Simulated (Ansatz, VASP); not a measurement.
**C in VASP and in Ansatz**

Contents of POSCAR:

```
C
1.0
    0.0000000000      1.7250501428      1.7250501428
    1.7250501428      0.0000000000      1.7250501428
    1.7250501428      1.7250501428      0.0000000000
C
2
Direct
    0.0000000000      0.0000000000      0.0000000000
    0.2500000000      0.2500000000      0.2500000000
```

The input INCAR.step1:

```
  PREC = Accurate
  ENCUT = 520
  ISMEAR = 0
  SIGMA = 0.02
  LREAL = False
  LASPH = True
  NELM = 100
  NBANDS = 11
  GGA = PE
  ALGO = Normal
  EDIFF = 1E-4
  LWAVE = True
  LCHARG = False
```

The input INCAR.step2:

```
  PREC = Accurate
  ENCUT = 520
  EDIFF = 1E-7
  ISMEAR = 0
  SIGMA = 0.02
  LREAL = False
  LASPH = True
  NELM = 100
  ALGO = Normal
  ISIF = 2
  LWAVE = False
  LCHARG = False
  METAGGA = R2SCAN
  LMIXTAU = True
  NBANDS = 11
  ISTART = 1
```

KPOINTS

```
regular mesh
0
Gamma
  12 12 12
```

Input for Ansatz:

```yaml
crystal:
  lattice:
    - [0.0, 1.7250501428, 1.7250501428]
    - [1.7250501428, 0.0, 1.7250501428]
    - [1.7250501428, 1.7250501428, 0.0]
  atoms:
    - { symbol: C, position: [0.0, 0.0, 0.0] }
    - { symbol: C, position: [0.25, 0.25, 0.25] }
basis:
  ecutwfc: 500
kpoints:
  mp_grid: { grid: [12, 12, 12] }
hamiltonian:
  xc: r2scan
scf:
  occupations: { method: gaussian, width: 0.02 }
output:
  forces: true
  stress: true
  eigenvalues: true
```

Alike in both runs: task single point; functional r2SCAN; k mesh 12 × 12 × 12; occupations gaussian, width 0.02 eV; no spin polarisation.

```csv
,VASP,Ansatz
version,VASP 6.6.1,Ansatz 0.2.0
potentials or method,"VASP PAW PBE potentials, release 64 (C), cutoff 520 eV","scalar-relativistic, plane waves, PAW"
valence electrons in the cell,8,8
```

Ansatz gave:

| Quantity | Value |
| --- | --- |
| gap on the k mesh at the Fermi level (eV) | 4.62 |
| least direct gap on the mesh (eV) | 6.16 |

**Question.** Which values does VASP return?

**Answer.** gap on the k mesh at the Fermi level (eV): 4.58; least direct gap on the mesh (eV): 6.11.

VASP's potentials were made for PBE, not for r2SCAN.
